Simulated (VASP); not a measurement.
# HfB2 (P6/mmm) in VASP: a series of runs

HfB2 is run at these levels: pbe exchange, lyp correlation; tasks: single point.

All numbers are computed with VASP 6.6.1; they aren't measurements. Logs are shortened: lines on timing, memory, paths and dates and some standing lists are left out, and cuts for length are marked.

### 1 The cell of the first run

It takes space group P6/mmm (No. 191, hexagonal). The conventional cell has a = 3.054 Å, b = 3.054 Å, c = 3.385 Å, α = 90.00°, β = 90.00°, γ = 120.00°. Hf (site symmetry 6/mmm) has 12 B at 2.44 Å and 6 Hf at 3.05 Å within 3.2 Å. Within 2.3 Å of B (site symmetry -6m2) lie 3 B at 1.76 Å.

### 2 Single point, pbe exchange, lyp correlation

Input file INCAR:

```
PREC = Accurate
ENCUT = 500
EDIFF = 1E-6
ISMEAR = -1
SIGMA = 0.2
LREAL = F
LASPH = T
NELM = 120
ALGO = Normal
ISIF = 2
LWAVE = F
LCHARG = F
GGA = LIBXC
LIBXC1 = GGA_X_PBE
LIBXC2 = GGA_C_LYP
NBANDS = 15
GGA_COMPAT = F
```

Input file KPOINTS:

```
regular mesh
0
Gamma
  11 11 8
```

Input file POSCAR:

```
HfB2
1.0
    3.0539289143      0.0000000000      0.0000000000
   -1.5269644572      2.6447802469      0.0000000000
    0.0000000000      0.0000000000      3.3846091152
Hf B
1 2
Direct
    0.0000000000      0.0000000000      0.0000000000
    0.3333333333      0.6666666667      0.5000000000
    0.6666666667      0.3333333333      0.5000000000
```

Potentials or basis: VASP PAW PBE potentials, release 64 (Hf_pv, B).

The run is started by

```
cat potpaw_PBE.64/Hf_pv/POTCAR potpaw_PBE.64/B/POTCAR > POTCAR
mpirun -np 1 vasp_std > vasp.out
```

OUTCAR:

```text
PREC = Accurate
   ENCUT = 500
   EDIFF = 1E-6
   ISMEAR = -1
   LREAL = F
   LASPH = T
   NELM = 120
   ISIF = 2
   GGA = LIBXC

 ion  position               nearest neighbor table
   1  0.000  0.000  0.000-   2 2.44   3 2.44   2 2.44   3 2.44   3 2.44   3 2.44   2 2.44   2 2.44
                             3 2.44   3 2.44   2 2.44   2 2.44
   2  0.333  0.667  0.500-   3 1.76   3 1.76   3 1.76   1 2.44   1 2.44   1 2.44   1 2.44   1 2.44
                             1 2.44
   3  0.667  0.333  0.500-   2 1.76   2 1.76   2 1.76   1 2.44   1 2.44   1 2.44   1 2.44   1 2.44
                             1 2.44

  LATTYP: Found a hexagonal cell.
 ALAT       =     3.0539289143
 C/A-ratio  =     1.1082802548

  Lattice vectors:

 A1 = (   3.0539289143,   0.0000000000,   0.0000000000)
 A2 = (  -1.5269644572,   2.6447802469,   0.0000000000)
 A3 = (   0.0000000000,   0.0000000000,   3.3846091152)

Analysis of symmetry for initial positions (statically):
=====================================================================
 Subroutine PRICEL returns:
 Original cell was already a primitive cell.

 Routine SETGRP: Setting up the symmetry group for a
 hexagonal supercell.

 Subroutine GETGRP returns: Found 24 space group operations
 (whereof 24 operations were pure point group operations)
 out of a pool of 24 trial point group operations.

The static configuration has the point symmetry D_6h.

Analysis of symmetry for dynamics (positions and initial velocities):
=====================================================================
 Subroutine PRICEL returns:
 Original cell was already a primitive cell.

 Routine SETGRP: Setting up the symmetry group for a
 hexagonal supercell.

 Subroutine GETGRP returns: Found 24 space group operations
 (whereof 24 operations were pure point group operations)
 out of a pool of 24 trial point group operations.

The dynamic configuration has the point symmetry D_6h.

 Subroutine INISYM returns: Found 24 space group operations
 (whereof 24 operations are pure point group operations),
 and found     1 'primitive' translations

----------------------------------------------------------------------------------------

                                     Primitive cell

  volume of cell :      27.3374

  direct lattice vectors                    reciprocal lattice vectors
     3.053928914  0.000000000  0.000000000     0.327447045  0.189051624  0.000000000
    -1.526964457  2.644780247  0.000000000     0.000000000  0.378103247  0.000000000
     0.000000000  0.000000000  3.384609115     0.000000000  0.000000000  0.295455093

  length of vectors
     3.053928914  3.053929110  3.384609115     0.378103272  0.378103247  0.295455093

  position of ions in fractional coordinates (direct lattice)
     0.000000000  0.000000000  0.000000000
     0.333333333  0.666666667  0.500000000
     0.666666667  0.333333333  0.500000000

  ion indices of the primitive-cell ions
   primitive index   ion index
                 1           1
                 2           2
                 3           3

----------------------------------------------------------------------------------------

 KPOINTS: regular mesh

Automatic generation of k-mesh.
 Grid dimensions read from file:
 generate k-points for:   11   11    8

 Generating k-lattice:

  Cartesian coordinates                     Fractional coordinates (reciprocal lattice)
     0.029767913  0.017186511  0.000000000     0.090909091  0.000000000  0.000000000
     0.000000000  0.034373022  0.000000000     0.000000000  0.090909091  0.000000000
     0.000000000  0.000000000  0.036931887     0.000000000  0.000000000  0.125000000

  Length of vectors
     0.034373025  0.034373022  0.036931887

  Shift w.r.t. Gamma in fractional coordinates (k-lattice)
     0.000000000  0.000000000  0.000000000

 Subroutine IBZKPT returns following result:
 ===========================================

 Found     80 irreducible k-points:

 Following reciprocal coordinates:
            Coordinates               Weight
  0.000000  0.000000  0.000000      1.000000
  0.090909 -0.000000  0.000000      6.000000
  0.181818  0.000000  0.000000      6.000000
  0.272727 -0.000000  0.000000      6.000000
  0.363636 -0.000000  0.000000      6.000000
  0.454545 -0.000000  0.000000      6.000000
[... 16 lines left out ...]
  0.090909  0.090909  0.125000     12.000000
  0.181818  0.090909  0.125000     24.000000
 [... further k-points ...]
   k-points           NKPTS =     80   k-points in BZ     NKDIM =     80   number of bands    NBANDS=     15
   number of dos      NEDOS =    301   number of ions     NIONS =      3
   total plane-waves  NPLWV =  16128
   dimension x,y,z NGX =    24 NGY =   24 NGZ =   28
   dimension x,y,z NGXF=    48 NGYF=   48 NGZF=   56
   ions per type =               1   2
   NGX,Y,Z   is equivalent  to a cutoff of  13.06, 13.06, 13.75 a.u.
   NGXF,Y,Z  is equivalent  to a cutoff of  26.13, 26.13, 27.51 a.u.
 SYSTEM =  unknown system
   PREC   = accura    normal or accurate (medium, high low for compatibility)
   ISTART =      0    job   : 0-new  1-cont  2-samecut
   ICHARG =      2    charge: 1-file 2-atom 10-const
   ISPIN  =      1    spin polarized calculation?
   LNONCOLLINEAR =      F non collinear calculations
   LSORBIT =      F    spin-orbit coupling
   LASPH  =      T    aspherical Exc in radial PAW
   ENCUT  =  500.0 eV  36.75 Ry    6.06 a.u.   5.57  5.57  6.17*2*pi/ulx,y,z
   NELM   =    120;   NELMIN=  2; NELMDL= -5     # of ELM steps
   EDIFF  = 0.1E-05   stopping-criterion for ELM
   LREAL  =      F    real-space projection
   EDIFFG = 0.1E-04   stopping-criterion for IOM
   NSW    =      0    number of steps for IOM
   IBRION =     -1    ionic relax: 0-MD 1-quasi-New 2-CG
   NFREE  =      0    steps in history (QN), initial steepest desc. (CG)
   ISIF   =      2    stress and relaxation
   ISYM   =      2    0-nonsym 1-usesym 2-fastsym
   POTIM  = 0.5000    time-step for ionic-motion
   TEBEG  =    0.0;   TEEND  =   0.0 temperature during run
   PSTRESS=    0.0 pullay stress
   NELECT =      16.0000    total number of electrons
   NUPDOWN=      -1.0000    fix difference up-down
   EMIN   =  10.00;   EMAX   =-10.00  energy-range for DOS
   EFERMI =   0.00;   METHOD = LEGACY
   ISMEAR =    -1;   SIGMA  =   0.20  broadening in eV -4-tet -1-fermi 0-gaus
   EFERMI_NEDOS =   21; number of points for ismear=-14 and -15
   IALGO  =     38    algorithm
   IMIX   =      4    mixing-type and parameters
     AMIX     =   0.40;   BMIX     =  1.00
     AMIX_MAG =   1.60;   BMIX_MAG =  1.00
  volume/ion in A,a.u.               =       9.11        61.49
  Fermi-wavevector in a.u.,A,eV,Ry     =   1.369396  2.587784 25.514273  1.875246
  Thomas-Fermi vector in A             =   2.495275
   LORBIT       =      0    0 simple, 1 ext, 2 COOP (PROOUT), +10 PAW based schemes
   GGA     = LIBXC    functional components
   LHFCALC =     F    Hartree Fock is set to
   AEXX    =    0.0000 exact exchange contribution
   IVDW    =     0    specifies the selected vdW correction
   LEPSILON=     F    determine dielectric tensor
   LRPA    =     F    only Hartree local field effects (RPA)
 non-spin polarized calculation
  energy-cutoff  :      500.00
  volume of cell :       27.34
 maximum number of plane-waves:       717
 NGX is ok and might be reduce to    24
   NGX = 11   NGY = 11   NGZ = 13

 number of electron      16.0000001 magnetization

 Free energy of the ion-electron system (eV)
  ---------------------------------------------------
  ext. energy  EPLUGINS =         0.00000000
  ---------------------------------------------------
  free energy    TOTEN  =       -23.36530145 eV

  energy without entropy =      -23.33237735  energy(sigma->0) =      -23.34883940

 E-fermi :   8.8078     XC(G=0): -12.3345

 val. band max:        8.6279267399   @ k =   0.0909  -0.0000   0.2500
 cond. band min:       8.8179687824   @ k =   0.2727   0.1818   0.0000
 fundamental gap:      0.1900420425
 Fermi energy:         8.8078326766

 k-point     1 :       0.0000    0.0000    0.0000
  band No.  band energies     occupation
      1     -21.6824      2.00000
      2     -21.0785      2.00000
      3     -21.0785      2.00000
      4      -5.2542      2.00000
      5       5.7384      2.00000
      6       5.7384      2.00000
      7       5.7512      2.00000
      8       6.1311      2.00000
      9      13.2358      0.00000
     10      13.2358      0.00000
     11      13.8336      0.00000
     12      13.8336      0.00000
     13      14.3100      0.00000
     14      14.3100      0.00000
     15      14.5197      0.00000

 k-point     2 :       0.0909   -0.0000    0.0000
  band No.  band energies     occupation
      1     -21.6683      2.00000
      2     -21.1640      2.00000
      3     -21.0971      2.00000
      4      -5.0612      2.00000
      5       5.2517      2.00000
      6       5.7415      2.00000
      7       5.9398      2.00000
      8       5.9457      2.00000
      9      12.5858      0.00000
     10      13.0941      0.00000
     11      13.0985      0.00000
     12      13.4823      0.00000
     13      14.9494      0.00000
     14      15.4672      0.00000
     15      15.5968      0.00000
[... 365 lines left out ...]
      3     -21.1320      2.00000
      4      -4.4389      2.00000
      5       4.4807      2.00000
      6       4.6063      2.00000
      7       5.6220      2.00000
      8       7.3596      1.99857
      9      10.4778      0.00047
     10      12.0977      0.00000
     11      13.5031      0.00000
     12      14.4924      0.00000
     13      15.5093      0.00000
     14      15.7890      0.00000
     15      16.6200      0.00000

 k-point    24 :       0.1818    0.0909    0.1250
  band No.  band energies     occupation
      1     -21.6517      2.00000
      2     -21.5424      2.00000
      3     -21.2014      2.00000
      4      -3.7832      2.00000
      5       3.3718      2.00000
      6       4.4979      2.00000
      7       5.2753      2.00000
      8       7.4468      1.99779
      9       9.7572      0.01721
     10      12.6244      0.00000
     11      13.4204      0.00000
     12      14.4175      0.00000
     13      15.7143      0.00000
     14      16.5290      0.00000
     15      18.2792      0.00000

 [... further k-points ...]

------------------------ aborting loop because EDIFF is reached ----------------------------------------

  FORCE on cell =-STRESS in cart. coord.  units (eV):
  Direction    XX          YY          ZZ          XY          YZ          ZX
  --------------------------------------------------------------------------------------
  -------------------------------------------------------------------------------------
  Total        5.5323959      5.5323969      5.9586142     -0.0000000     -0.0000000      0.0000000
  in kB      324.2401546    324.2402099    349.2197631     -0.0000000     -0.0000000      0.0000000
  external PRESSURE =     332.5667092 kB  Pullay stress =       0.0000000 kB

 VOLUME and BASIS-vectors are now :
 -----------------------------------------------------------------------------
  energy-cutoff  :      500.00
  volume of cell :       27.34
      direct lattice vectors                 reciprocal lattice vectors
     3.053928914  0.000000000  0.000000000     0.327447045  0.189051624  0.000000000
    -1.526964457  2.644780247  0.000000000     0.000000000  0.378103247  0.000000000
     0.000000000  0.000000000  3.384609115     0.000000000  0.000000000  0.295455093

 POSITION                                       TOTAL-FORCE (eV/Angst)
 -----------------------------------------------------------------------------------
      0.00000      0.00000      0.00000        -0.000000      0.000000      0.000000
     -0.00000      1.76319      1.69230         0.000000     -0.000000      0.000000
      1.52696      0.88159      1.69230        -0.000000      0.000000     -0.000000
 -----------------------------------------------------------------------------------
    total drift:                               -0.000000      0.000000      0.000000

  FREE ENERGIE OF THE ION-ELECTRON SYSTEM (eV)
  ---------------------------------------------------
  free  energy   TOTEN  =       -23.3653014494 eV

  energy  without entropy=      -23.3323773504  energy(sigma->0) =      -23.34883940
```

Run time: 11 s. Hardware: 1 thread of Intel Xeon 6975P-C (Granite Rapids), shared host; peak memory 0.16 GiB.

What came out:

- Free energy: -23.3653 eV
- Pressure: 33.3 GPa
- Band gap on the k mesh: zero (bands 8 and 9 overlap by 1.21 eV)

Stress tensor (GPa, compression positive):
```
32.42  0.00  0.00
 0.00 32.42  0.00
 0.00  0.00 34.92
```

Levels at points of the mesh, in eV from the Fermi level:
| k point | band 6 | band 7 | band 8 | band 9 | band 10 | band 11 |
| --- | --- | --- | --- | --- | --- | --- |
| (0.00, 0.00, 0.00) | -3.07 | -3.06 | -2.68 | 4.43 | 4.43 | 5.03 |
| (0.00, 0.00, 0.50) | -1.26 | -1.26 | 0.42 | 0.42 | 1.10 | 1.10 |

Caveat: the cell stands under pressure; the PAW data sets were made with another functional, which shifts forces and pressure a little; spin-orbit coupling is left out, which moves the levels of the heavy elements.

### 3 Single point, pbe exchange, lyp correlation

This run uses another cell than the first one, of 9.38 Å³/atom.

Input file INCAR:

```
  PREC = Accurate
  ENCUT = 500
  EDIFF = 1E-6
  ISMEAR = -1
  SIGMA = 0.2
  LREAL = False
  LASPH = True
  NELM = 120
  ALGO = Normal
  ISIF = 2
  LWAVE = False
  LCHARG = False
  GGA = LIBXC
  LIBXC1 = GGA_X_PBE
  LIBXC2 = GGA_C_LYP
  NBANDS = 15
  GGA_COMPAT = False
```

Input file KPOINTS:

```
Automatic mesh
0
Gamma
  11 11 8
```

Input file POSCAR:

```
HfB2
1.0
    3.0831548903      0.0000000000      0.0000000000
   -1.5415774451      2.6700906867      0.0000000000
    0.0000000000      0.0000000000      3.4169996873
Hf B
1 2
Direct
    0.0000000000      0.0000000000      0.0000000000
    0.3333333333      0.6666666667      0.5000000000
    0.6666666667      0.3333333333      0.5000000000
```

Potentials or basis: VASP PAW PBE potentials, release 64 (Hf_pv, B).

The run is started by

```
cat potpaw_PBE.64/Hf_pv/POTCAR potpaw_PBE.64/B/POTCAR > POTCAR
mpirun -np 1 vasp_std > vasp.out
```

It took 11 s on 1 thread of Intel Xeon 6975P-C (Granite Rapids), shared host; peak memory 0.16 GiB.

Results (log left out):

```
Free energy            : -23.5052 eV
Pressure               : 23.4 GPa
Band gap on the k mesh : zero (bands 8 and 9 overlap by 1.17 eV)
```

Stress tensor (GPa, compression positive):
```
22.38  0.00  0.00
 0.00 22.38  0.00
 0.00  0.00 25.48
```

Levels at points of the mesh, in eV from the Fermi level:
```
           k point  band 4  band 5  band 6  band 7  band 8  band 9  band 10  band 11  band 12  band 13
(0.00, 0.00, 0.00)  -13.91   -3.01   -3.01   -2.99   -2.70    4.27     4.27     4.86     4.86     5.37
(0.00, 0.00, 0.50)  -11.31   -8.41   -1.25   -1.25    0.41    0.41     1.07     1.07     2.36     5.28
```

Caveat: the cell stands under pressure; the PAW data sets were made with another functional, which shifts forces and pressure a little; spin-orbit coupling is left out, which moves the levels of the heavy elements.

### 4 Single point, pbe exchange, lyp correlation

This run uses another cell than the first one, of 9.64 Å³/atom.

Input file INCAR:

```
PREC     = Accurate       # precision mode
ENCUT    = 500            # plane-wave cutoff, eV
EDIFF    = 1E-6           # SCF threshold, eV
ISMEAR   = -1             # smearing method
SIGMA    = 0.2            # smearing width, eV
LREAL    = F              # projectors in reciprocal space
LASPH    = T              # aspherical terms in the spheres
NELM     = 120            # most SCF steps
ALGO     = Normal         # electronic algorithm
ISIF     = 2              # what is computed and relaxed
LWAVE    = F              # write WAVECAR
LCHARG   = F              # write CHGCAR
GGA      = LIBXC          # functional
LIBXC1   = GGA_X_PBE    
LIBXC2   = GGA_C_LYP    
NBANDS   = 15             # bands
GGA_COMPAT= F
```

KPOINTS is that of step 3.

Input file POSCAR:

```
HfB2
1.0
    3.1118370479      0.0000000000      0.0000000000
   -1.5559185240      2.6949301660      0.0000000000
    0.0000000000      0.0000000000      3.4487875563
Hf B
1 2
Direct
    0.0000000000      0.0000000000      0.0000000000
    0.3333333333      0.6666666667      0.5000000000
    0.6666666667      0.3333333333      0.5000000000
```

The run is started by

```
cat potpaw_PBE.64/Hf_pv/POTCAR potpaw_PBE.64/B/POTCAR > POTCAR
mpirun -np 1 vasp_std > vasp.out
```

Wall time 11 s (1 thread of Intel Xeon 6975P-C (Granite Rapids), shared host); peak memory 0.16 GiB.

The run converged. Its results:

- Free energy: -23.5995 eV
- Pressure: 14.8 GPa
- Band gap on the k mesh: zero (bands 8 and 9 overlap by 1.13 eV)

Stress tensor (GPa, compression positive):
```
13.55  0.00  0.00
 0.00 13.55  0.00
 0.00  0.00 17.24
```

Levels at points of the mesh, in eV from the Fermi level:
```csv
k point,band 6,band 7,band 8,band 9,band 10,band 11
"(0.00, 0.00, 0.00)",-2.95,-2.92,-2.71,4.12,4.12,4.70
"(0.00, 0.00, 0.50)",-1.25,-1.25,0.39,0.39,1.04,1.04
```

Caveat: the cell stands under pressure; the PAW data sets were made with another functional, which shifts forces and pressure a little; spin-orbit coupling is left out, which moves the levels of the heavy elements.

### 5 Single point, pbe exchange, lyp correlation

This run uses another cell than the first one, of 9.90 Å³/atom.

Input file INCAR:

```
SYSTEM = HfB2
PREC = Accurate ; ENCUT = 500
EDIFF = 1E-6 ; ISMEAR = -1
SIGMA = 0.2 ; LREAL = .FALSE.
LASPH = .TRUE. ; NELM = 120
ALGO = Normal ; ISIF = 2
LWAVE = .FALSE. ; LCHARG = .TRUE.
GGA = LIBXC ; LIBXC1 = GGA_X_PBE
LIBXC2 = GGA_C_LYP ; LELF = .TRUE.
LVHAR = .TRUE. ; NBANDS = 15
GGA_COMPAT = .FALSE.
```

Input file KPOINTS:

```
regular mesh
0
G
  11 11 8
  0 0 0
```

Input file POSCAR:

```
HfB2
1.0
    3.1400000000      0.0000000000      0.0000000000
   -1.5700000000      2.7193200000      0.0000000000
    0.0000000000      0.0000000000      3.4800000000
Hf B
1 2
Direct
    0.0000000000      0.0000000000      0.0000000000
    0.3333333333      0.6666666667      0.5000000000
    0.6666666667      0.3333333333      0.5000000000
```

The run is started by

```
cat potpaw_PBE.64/Hf_pv/POTCAR potpaw_PBE.64/B/POTCAR > POTCAR
mpirun -np 1 vasp_std > vasp.out
```

It took 12 s on 1 thread of Intel Xeon 6975P-C (Granite Rapids), shared host; peak memory 0.17 GiB.

It converged, with:

```
Free energy            : -23.6537 eV
Pressure               : 7.2 GPa
Band gap on the k mesh : zero (bands 8 and 9 overlap by 1.10 eV)
```

Stress tensor (GPa, compression positive):
```
 5.77  0.00  0.00
 0.00  5.77  0.00
 0.00  0.00 10.03
```

Levels at points of the mesh, in eV from the Fermi level:
| k point | band 5 | band 6 | band 7 | band 8 | band 9 | band 10 | band 11 | band 12 |
| --- | --- | --- | --- | --- | --- | --- | --- | --- |
| (0.00, 0.00, 0.00) | -2.90 | -2.90 | -2.86 | -2.72 | 3.98 | 3.98 | 4.55 | 4.55 |
| (0.00, 0.00, 0.50) | -8.21 | -1.24 | -1.24 | 0.38 | 0.38 | 1.01 | 1.01 | 2.20 |

Caveat: the cell stands under pressure; the PAW data sets were made with another functional, which shifts forces and pressure a little; spin-orbit coupling is left out, which moves the levels of the heavy elements.

### 6 The runs side by side

```tsv
cell	gap on the mesh (eV)	pressure (GPa)
a = 3.054, b = 3.054, c = 3.385 Å, angles 90.0, 90.0, 120.0°, 3 atoms	none	33.3
a = 3.083, b = 3.083, c = 3.417 Å, angles 90.0, 90.0, 120.0°, 3 atoms	none	23.4
a = 3.112, b = 3.112, c = 3.449 Å, angles 90.0, 90.0, 120.0°, 3 atoms	none	14.8
a = 3.140, b = 3.140, c = 3.480 Å, angles 90.0, 90.0, 120.0°, 3 atoms	none	7.2
```

Alike in all rows: task single point; level pbe exchange, lyp correlation; potentials or basis VASP PAW PBE potentials, release 64 (Hf_pv, B); no spin polarisation; k mesh 11 × 11 × 8; cutoff (eV) 500; smearing fermi-dirac 0.2 eV.

Caveats: the cell stands under pressure; the PAW data sets were made with another functional, which shifts forces and pressure a little; spin-orbit coupling is left out, which moves the levels of the heavy elements.

Absolute energies hang on the potentials; compare differences alone.
